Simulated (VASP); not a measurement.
## BeS: single point with LDA

BeS:

```
CELL_PARAMETERS angstrom
2.35020 2.35020 0.00000
-2.35020 2.35020 0.00000
0.00000 2.35020 2.43669
ATOMIC_POSITIONS crystal
Be 0.00000 0.00000 0.00000
S 0.75000 0.25000 0.50000
```

This cell differs from its parent crystal: in-plane strain -0.02, then relaxed in part.

| Property | Result |
| --- | --- |
| Program | VASP 6.6.1 |
| Task | single point |
| Functional | LDA |
| Potentials or basis | VASP PAW LDA potentials, release 64 (Be, S) |
| Cutoff | 520 eV |
| k mesh | 8 × 8 × 8 |
| Occupations | gaussian, width 0.01 eV |
| Spin | no spin polarisation |

| Item | Value |
| --- | --- |
| Pressure | 2.6 GPa |
| Band gap on the k mesh | 2.60 eV, indirect (least direct gap 5.43 eV) |

Stress tensor (GPa, compression positive):
```
3.93 0.00 0.00
0.00 3.93 0.00
0.00 0.00 0.04
```

Levels at points of the mesh, in eV from the valence-band top:
| k point | band 1 | band 2 | band 3 | band 4 | band 5 | band 6 | band 7 | band 8 | band 9 |
| --- | --- | --- | --- | --- | --- | --- | --- | --- | --- |
| (0.00, 0.00, 0.00) | -14.13 | -0.22 | 0.00 | 0.00 | 5.43 | 5.43 | 5.48 | 6.09 | 12.40 |
| (0.50, 0.00, 0.00) | -12.33 | -6.30 | -1.38 | -1.02 | 5.36 | 6.32 | 6.52 | 11.12 | 14.91 |
| (0.50, 0.50, 0.00) | -11.66 | -5.33 | -3.08 | -3.02 | 2.60 | 4.57 | 12.83 | 13.04 | 16.13 |
| (0.00, 0.00, 0.50) | -11.86 | -5.58 | -2.74 | -2.74 | 2.91 | 4.90 | 13.00 | 13.00 | 15.69 |

Run time: 20 s on 1 thread of Intel(R) Xeon(R) Platinum 8259CL CPU @ 2.50GHz (Skylake/Cascade Lake) (shared host), peak memory 0.14 GiB.

Caveat: the cell differs from its parent crystal (in-plane strain -0.02, then relaxed in part). A k mesh can miss the band edges.
